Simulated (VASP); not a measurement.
# W (I4/mmm) in VASP: further runs

W is run at these levels: r2SCAN; tasks: single point.

All numbers are computed with VASP 6.6.1; they aren't measurements. Logs are shortened: lines on timing, memory, paths and dates and some standing lists are left out, and cuts for length are marked.

### Step 1. The cell of the first run

It takes space group I4/mmm (No. 139, tetragonal). The conventional cell has a = 3.274 Å, b = 3.274 Å, c = 3.035 Å, α = 90.00°, β = 90.00°, γ = 90.00°. Within 3.6 Å of W (site symmetry 4/mmm) lie 14 W at 2.77 to 3.27 Å.

### Step 2. Single point, r2SCAN (strain +0.025 along x and y, -0.050 along z)

File POSCAR:

```
W
1.0
   -1.6372325000      1.6372325000      1.5174350000
    1.6372325000     -1.6372325000      1.5174350000
    1.6372325000      1.6372325000     -1.5174350000
W
1
Direct
    0.0000000000      0.0000000000      0.0000000000
```

File INCAR.step1:

```
SYSTEM = W
PREC = Accurate
ENCUT = 520
ISMEAR = 0
SIGMA = 0.15
LREAL = .False.
LASPH = .True.
NELM = 60
NBANDS = 13
GGA = PE
ALGO = Normal
EDIFF = 1E-4
LWAVE = .True.
LCHARG = .False.
```

File INCAR.step2:

```
SYSTEM = W
PREC = Accurate
ENCUT = 520
EDIFF = 1E-6
ISMEAR = 0
SIGMA = 0.15
LREAL = .False.
LASPH = .True.
NELM = 60
ALGO = Normal
ISIF = 2
LWAVE = .False.
LCHARG = .False.
METAGGA = R2SCAN
LMIXTAU = .True.
NBANDS = 13
ISTART = 1
```

File KPOINTS:

```
regular mesh
0
Gamma
  20 20 20
  0 0 0
```

Potentials or basis: VASP PAW PBE potentials, release 64 (W_sv).

Run with:

```
> cat potpaw_PBE.64/W_sv/POTCAR > POTCAR
> cp INCAR.step1 INCAR
> mpirun -np 1 vasp_std > vasp.out
> cp INCAR.step2 INCAR
> mpirun -np 1 vasp_std > vasp.out
```

OUTCAR:

```text
SYSTEM = W
   PREC = Accurate
   ENCUT = 520
   EDIFF = 1E-6
   ISMEAR = 0
   LREAL = .False.
   LASPH = .True.
   NELM = 60
   ISIF = 2
   METAGGA = R2SCAN
   ISTART = 1

 ion  position               nearest neighbor table
   1  0.000  0.000  0.000-

  LATTYP: Found a body centered tetragonal cell.
 ALAT       =     3.2744650000
 C/A-ratio  =     0.9268292683

  Lattice vectors:

 A1 = (  -1.6372325000,   1.6372325000,   1.5174350000)
 A2 = (   1.6372325000,  -1.6372325000,   1.5174350000)
 A3 = (   1.6372325000,   1.6372325000,  -1.5174350000)

Analysis of symmetry for initial positions (statically):
=====================================================================
 Subroutine PRICEL returns:
 Original cell was already a primitive cell.

 Routine SETGRP: Setting up the symmetry group for a
 body centered tetragonal supercell.

 Subroutine GETGRP returns: Found 16 space group operations
 (whereof 16 operations were pure point group operations)
 out of a pool of 16 trial point group operations.

The static configuration has the point symmetry D_4h.

Analysis of symmetry for dynamics (positions and initial velocities):
=====================================================================
 Subroutine PRICEL returns:
 Original cell was already a primitive cell.

 Routine SETGRP: Setting up the symmetry group for a
 body centered tetragonal supercell.

 Subroutine GETGRP returns: Found 16 space group operations
 (whereof 16 operations were pure point group operations)
 out of a pool of 16 trial point group operations.

The dynamic configuration has the point symmetry D_4h.

 Subroutine INISYM returns: Found 16 space group operations
 (whereof 16 operations are pure point group operations),
 and found     1 'primitive' translations

----------------------------------------------------------------------------------------

                                     Primitive cell

  volume of cell :      16.2701

  direct lattice vectors                    reciprocal lattice vectors
    -1.637232500  1.637232500  1.517435000     0.000000000  0.305393400  0.329503405
     1.637232500 -1.637232500  1.517435000     0.305393400  0.000000000  0.329503405
     1.637232500  1.637232500 -1.517435000     0.305393400  0.305393400  0.000000000

  length of vectors
     2.768333343  2.768333343  2.768333343     0.449263423  0.449263423  0.431891488

  position of ions in fractional coordinates (direct lattice)
     0.000000000  0.000000000  0.000000000
[... 84 lines left out ...]
   POTIM  = 0.5000    time-step for ionic-motion
   TEBEG  =    0.0;   TEEND  =   0.0 temperature during run
   PSTRESS=    0.0 pullay stress
   NELECT =      14.0000    total number of electrons
   NUPDOWN=      -1.0000    fix difference up-down
   EMIN   =  10.00;   EMAX   =-10.00  energy-range for DOS
   EFERMI =   0.00;   METHOD = LEGACY
   ISMEAR =     0;   SIGMA  =   0.15  broadening in eV -4-tet -1-fermi 0-gaus
   EFERMI_NEDOS =   21; number of points for ismear=-14 and -15
   IALGO  =     38    algorithm
   IMIX   =      4    mixing-type and parameters
     AMIX     =   0.40;   BMIX     =  1.00
     AMIX_MAG =   1.60;   BMIX_MAG =  1.00
  volume/ion in A,a.u.               =      16.27       109.80
  Fermi-wavevector in a.u.,A,eV,Ry     =   1.557115  2.942520 32.988765  2.424606
  Thomas-Fermi vector in A             =   2.660812
   LORBIT       =      0    0 simple, 1 ext, 2 COOP (PROOUT), +10 PAW based schemes
   METAGGA = R2SCAN    functional components
   LHFCALC =     F    Hartree Fock is set to
   AEXX    =    0.0000 exact exchange contribution
   IVDW    =     0    specifies the selected vdW correction
   LEPSILON=     F    determine dielectric tensor
   LRPA    =     F    only Hartree local field effects (RPA)
 non-spin polarized calculation
 Gauss-broadening in eV      SIGMA  =   0.15
  energy-cutoff  :      520.00
  volume of cell :       16.27
 maximum number of plane-waves:       452
 NGX is ok and might be reduce to    24
   NGX = 11   NGY = 11   NGZ = 11

 number of electron      14.0000000 magnetization

 Free energy of the ion-electron system (eV)
  ---------------------------------------------------
  ext. energy  EPLUGINS =         0.00000000
  ---------------------------------------------------
  free energy    TOTEN  =       -51.28420191 eV

  energy without entropy =      -51.27992744  energy(sigma->0) =      -51.28206467

 E-fermi :  10.9319     XC(G=0): -14.7898

 val. band max:       10.9254844178   @ k =  -0.4500   0.4500   0.2500
 cond. band min:      10.9321868818   @ k =  -0.4000   0.4000   0.2500
 fundamental gap:      0.0067024640
 Fermi energy:        10.9319462808

 k-point     1 :       0.0000    0.0000    0.0000
  band No.  band energies     occupation
      1     -65.2304      2.00000
      2     -28.1456      2.00000
      3     -28.1456      2.00000
      4     -28.0983      2.00000
      5       0.9367      2.00000
      6       9.0075      2.00000
      7      10.1090      2.00000
      8      10.1090      2.00000
      9      12.6230      0.00000
     10      14.0722      0.00000
     11      25.6547      0.00000
     12      25.6547      0.00000
     13      27.2765      0.00000
[... 354 lines left out ...]
  band No.  band energies     occupation
      1     -65.1288      2.00000
      2     -29.0504      2.00000
      3     -28.4616      2.00000
      4     -28.1655      2.00000
      5       4.4009      2.00000
      6       7.5837      2.00000
      7       9.2402      2.00000
      8      13.3074      0.00000
      9      13.7488      0.00000
     10      14.2789      0.00000
     11      24.4987      0.00000
     12      26.9091      0.00000
     13      31.4637      0.00000

 [... further k-points ...]

------------------------ aborting loop because EDIFF is reached ----------------------------------------

  FORCE on cell =-STRESS in cart. coord.  units (eV):
  Direction    XX          YY          ZZ          XY          YZ          ZX
  --------------------------------------------------------------------------------------
  -------------------------------------------------------------------------------------
  Total       -1.3670412     -1.3670412      1.2768460      0.0000000      0.0000000      0.0000000
  in kB     -134.6174610   -134.6174610    125.7356145      0.0000000      0.0000000      0.0000000
  external PRESSURE =     -47.8331025 kB  Pullay stress =       0.0000000 kB

 VOLUME and BASIS-vectors are now :
 -----------------------------------------------------------------------------
  energy-cutoff  :      520.00
  volume of cell :       16.27
      direct lattice vectors                 reciprocal lattice vectors
    -1.637232500  1.637232500  1.517435000     0.000000000  0.305393400  0.329503405
     1.637232500 -1.637232500  1.517435000     0.305393400  0.000000000  0.329503405
     1.637232500  1.637232500 -1.517435000     0.305393400  0.305393400  0.000000000

 POSITION                                       TOTAL-FORCE (eV/Angst)
 -----------------------------------------------------------------------------------
      0.00000      0.00000      0.00000         0.000000      0.000000      0.000000
 -----------------------------------------------------------------------------------
    total drift:                                0.000000      0.000000      0.000000

  FREE ENERGIE OF THE ION-ELECTRON SYSTEM (eV)
  ---------------------------------------------------
  free  energy   TOTEN  =       -51.2842019059 eV

  energy  without entropy=      -51.2799274361  energy(sigma->0) =      -51.28206467
```

OUTCAR.step1:

```text
SYSTEM = W
   PREC = Accurate
   ENCUT = 520
   ISMEAR = 0
   LREAL = .False.
   LASPH = .True.
[... 602 lines left out ...]
 POSITION                                       TOTAL-FORCE (eV/Angst)
 -----------------------------------------------------------------------------------
      0.00000      0.00000      0.00000         0.000000      0.000000     -0.000000
 -----------------------------------------------------------------------------------
    total drift:                                0.000000      0.000000      0.000000

  FREE ENERGIE OF THE ION-ELECTRON SYSTEM (eV)
  ---------------------------------------------------
  free  energy   TOTEN  =       -12.8955378232 eV

  energy  without entropy=      -12.8903135345  energy(sigma->0) =      -12.89292568
```

Wall time 4.9 min (1 thread of Intel Xeon Platinum 8259CL at 2.50GHz (Skylake/Cascade Lake), shared host); peak memory 0.25 GiB.

Results:

- Free energy: -51.2842 eV
- Pressure: -4.8 GPa
- Band gap on the k mesh: zero (bands 7 and 8 overlap by 6.22 eV)

Stress tensor (GPa, compression positive):
```
-13.46   0.00   0.00
  0.00 -13.46   0.00
  0.00   0.00  12.57
```

Levels at points of the mesh, in eV from the Fermi level:
```tsv
k point	band 3	band 4	band 5	band 6	band 7	band 8	band 9	band 10	band 11	band 12
(0.00, 0.00, 0.00)	-39.08	-39.03	-10.00	-1.92	-0.82	-0.82	1.69	3.14	14.72	14.72
(0.50, 0.00, 0.00)	-39.50	-39.10	-6.38	-3.96	0.66	2.38	3.97	6.07	11.43	11.89
(0.50, 0.50, 0.00)	-39.38	-39.04	-6.44	-2.85	0.02	1.38	2.91	5.95	10.80	12.32
(0.50, 0.50, 0.50)	-40.01	-39.78	-5.91	-5.73	5.06	5.06	5.34	7.59	7.59	9.83
```

Caveat: the cell differs from its parent crystal (strain +0.025 along x and y, -0.050 along z); the stress differs along the axes, from -13 to 13 GPa; the PAW data sets were made with another functional, which shifts forces and pressure a little; spin-orbit coupling is left out, which moves the levels of the heavy elements.

[end of part 1 of 2]
